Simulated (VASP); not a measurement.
Input of a VASP 6.6.1 run:

Contents of POSCAR:

```
NaF
1.0
    0.0000000000      2.3502771129      2.3502771129
    2.3502771129      0.0000000000      2.3502771129
    2.3502771129      2.3502771129      0.0000000000
Na F
1 1
Direct
    0.0000000000      0.0000000000      0.0000000000
    0.5000000000      0.5000000000      0.5000000000
```

File INCAR.step1:

```
SYSTEM = NaF
PREC     = Accurate       ! precision mode
ENCUT    = 660            ! plane-wave cutoff, eV
ISMEAR   = 0              ! smearing method
SIGMA    = 0.02           ! smearing width, eV
LREAL    = .FALSE.        ! projectors in reciprocal space
LASPH    = .TRUE.         ! aspherical terms in the spheres
NELM     = 120            ! most SCF steps
NBANDS   = 14             ! bands
GGA      = PE             ! functional
ALGO     = Normal         ! electronic algorithm
EDIFF    = 1E-5           ! SCF threshold, eV
LWAVE    = .TRUE.         ! write WAVECAR
LCHARG   = .FALSE.        ! write CHGCAR
GGA_COMPAT= .FALSE.
```

INCAR.step2

```
SYSTEM = NaF
PREC     = Accurate       ! precision mode
ENCUT    = 660            ! plane-wave cutoff, eV
EDIFF    = 1E-6           ! SCF threshold, eV
ISMEAR   = 0              ! smearing method
SIGMA    = 0.02           ! smearing width, eV
LREAL    = .FALSE.        ! projectors in reciprocal space
LASPH    = .TRUE.         ! aspherical terms in the spheres
NELM     = 120            ! most SCF steps
ALGO     = Normal         ! electronic algorithm
ISIF     = 2              ! what is computed and relaxed
LWAVE    = .FALSE.        ! write WAVECAR
LCHARG   = .TRUE.         ! write CHGCAR
METAGGA  = R2SCAN         ! meta-GGA
LMIXTAU  = .TRUE.       
LELF     = .TRUE.         ! ELF
LVHAR    = .TRUE.       
NBANDS   = 14             ! bands
ISTART   = 1            
GGA_COMPAT= .FALSE.
```

Contents of KPOINTS:

```
Automatic mesh
0
G
  8 8 8
  0 0 0
```

Potentials or basis: VASP PAW PBE potentials, release 64 (Na_pv, F).

Command:

```bash
$ cat potpaw_PBE.64/Na_pv/POTCAR potpaw_PBE.64/F/POTCAR > POTCAR
$ cp INCAR.step1 INCAR
$ mpirun -np 1 vasp_std > vasp.out
$ cp INCAR.step2 INCAR
$ mpirun -np 1 vasp_std > vasp.out
```

(1) What does it give for the band gap on the k mesh?

(2) Estimate the pressure.

Results:

(1) 6.94 eV.

(2) -3.9 GPa.

Caveat: the cell stands under tension; the PAW data sets were made with another functional, which shifts forces and pressure a little.
